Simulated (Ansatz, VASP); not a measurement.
**AlAs: VASP beside Ansatz**

Contents of INCAR:

```
SYSTEM = AlAs
PREC     = Accurate       ! precision mode
ENCUT    = 500            ! plane-wave cutoff, eV
EDIFF    = 1E-6           ! SCF threshold, eV
ISMEAR   = 0              ! smearing method
SIGMA    = 0.1            ! smearing width, eV
LREAL    = .FALSE.        ! projectors in reciprocal space
LASPH    = .TRUE.         ! aspherical terms in the spheres
NELM     = 120            ! most SCF steps
ALGO     = Normal         ! electronic algorithm
ISIF     = 2              ! what is computed and relaxed
LWAVE    = .FALSE.        ! write WAVECAR
LCHARG   = .FALSE.        ! write CHGCAR
GGA      = PS             ! functional
NBANDS   = 11             ! bands
GGA_COMPAT= .FALSE.
```

The input KPOINTS:

```
regular mesh
0
G
  6 6 6
  0 0 0
```

POSCAR

```
AlAs
1.0
    0.0000000000      2.8400000000      2.8400000000
    2.8400000000      0.0000000000      2.8400000000
    2.8400000000      2.8400000000      0.0000000000
Al As
1 1
Direct
    0.0000000000      0.0000000000      0.0000000000
    0.2500000000      0.2500000000      0.2500000000
```

Input for Ansatz:

```yaml
crystal:
  lattice:
    - [0.0, 2.84, 2.84]
    - [2.84, 0.0, 2.84]
    - [2.84, 2.84, 0.0]
  atoms:
    - { symbol: Al, position: [0.0, 0.0, 0.0] }
    - { symbol: As, position: [0.25, 0.25, 0.25] }
basis:
  ecutwfc: 420
kpoints:
  mp_grid: { grid: [6, 6, 6] }
hamiltonian:
  xc: pbesol
  pseudopotentials: { kind: paw, azcp: { folder: soft_1 } }
scf:
  occupations: { method: gaussian, width: 0.1 }
output:
  forces: true
  stress: true
  eigenvalues: true
```

Alike in both runs: task single point; functional PBEsol; k mesh 6 × 6 × 6; occupations gaussian, width 0.1 eV; no spin polarisation.

|  | VASP | Ansatz |
| --- | --- | --- |
| version | VASP 6.6.1 | Ansatz 0.2.0 |
| potentials or method | VASP PAW PBE potentials, release 64 (Al, As), cutoff 500 eV | scalar-relativistic, plane waves, PAW |
| valence electrons in the cell | 8 | 18 |

VASP gave:

| Quantity | Value |
| --- | --- |
| gap on the k mesh at the Fermi level (eV) | 1.33 |
| least direct gap on the mesh (eV) | 1.90 |
| pressure (GPa) | 0.1 |

**Question.** Which values does Ansatz return?

**Answer.** gap on the k mesh at the Fermi level (eV): 1.34; least direct gap on the mesh (eV): 1.88; pressure (GPa): -0.2.

VASP's potentials were made for PBE, not for PBEsol, and Ansatz warns of the same on its side. With one functional, cell and mesh, what is left measures potentials, basis and numerics. VASP's potentials hold 8 valence electrons a cell and Ansatz's 18, so a difference there can come from the potentials and not from the codes.
